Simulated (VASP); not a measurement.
Input of a VASP 6.6.1 run:

The input INCAR:

```
ALGO = Normal
EDIFF = 1E-7
ENCUT = 520
GGA = PE
ISIF = 2
ISMEAR = 0
LASPH = True
LCHARG = False
LREAL = False
LWAVE = False
NBANDS = 16
NELM = 100
PREC = Accurate
SIGMA = 0.01
```

File KPOINTS:

```
k-points
0
Gamma
  6 6 6
```

The input POSCAR:

```
GaN
1.0
    0.0000000000      2.1365049176      2.1365049176
    2.1365049176      0.0000000000      2.1365049176
    2.1365049176      2.1365049176      0.0000000000
Ga N
1 1
Direct
    0.0000000000      0.0000000000      0.0000000000
    0.2500000000      0.2500000000      0.2500000000
```

Potentials or basis: VASP PAW PBE potentials, release 64 (Ga_d, N).

Command:

```sh
$ cat potpaw_PBE.64/Ga_d/POTCAR potpaw_PBE.64/N/POTCAR > POTCAR
$ mpirun -np 1 vasp_std > vasp.out
```

**Question.** What does it give for the band gap on the k mesh?

**Answer.** 2.75 eV, direct.

**Question.** What does it give for the pressure?

**Answer.** 48.2 GPa.

Caveat: the k points lie up to 0.42 Å⁻¹ apart; the cell differs from its parent crystal (strain -5.0%).
